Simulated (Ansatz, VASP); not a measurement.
## One calculation of HfCl6, two programs

```
Hf Cl
1.0
     1.40581    0.01877   -6.16097
     0.21183   -8.27331    0.05446
   -11.57160    0.29107    1.12676
Hf Cl
2 12
Direct
  0.25520 0.15210 0.00444
  0.74770 0.85802 0.99399
  0.77630 0.77872 0.53057
  0.65631 0.60781 0.39676
  0.23907 0.18000 0.48651
  0.31185 0.38325 0.59373
  0.48033 0.33324 0.15191
  0.04207 0.33331 0.87223
  0.00172 0.10134 0.12636
  0.50686 0.10087 0.87977
  0.52411 0.67641 0.84656
  0.96103 0.67726 0.12675
  0.00147 0.90870 0.87186
  0.49598 0.90897 0.11857
```

Change from the starting cell: cell x1, atoms moved at random (sigma 0.15 Å) and cell strained at random (1.5 %), then relaxed without symmetry.

Alike in both runs: functional PBE; k mesh 2 × 2 × 2; occupations gaussian, width 0.1 eV; no spin polarisation.

Ansatz relaxed the structure, and its values are those at the end. VASP's run is a single point on that final structure, the one shown.

|  | VASP | Ansatz |
| --- | --- | --- |
| version | VASP 6.6.1 | Ansatz 0.2.0 |
| potentials or method | VASP PAW PBE potentials, release 64 (Hf_pv, Cl), cutoff 520 eV | scalar-relativistic, plane waves, PAW |
| valence electrons in the cell | 104 | 136 |

```tsv
	VASP	Ansatz	Ansatz less VASP
gap on the k mesh at the Fermi level (eV)	2.88	2.83	-0.046
least direct gap on the mesh (eV)	2.91	2.86	-0.046
pressure (GPa)	-0.3	0.0	+0.32
rms of the force components (eV/Å)	0.066	0.007	-0.0586
```

VASP's potentials hold 104 valence electrons a cell and Ansatz's 136, so a difference there can come from the potentials and not from the codes.

The k mesh is coarse, so the values compare programs but aren't converged. Spin-orbit coupling is off throughout.
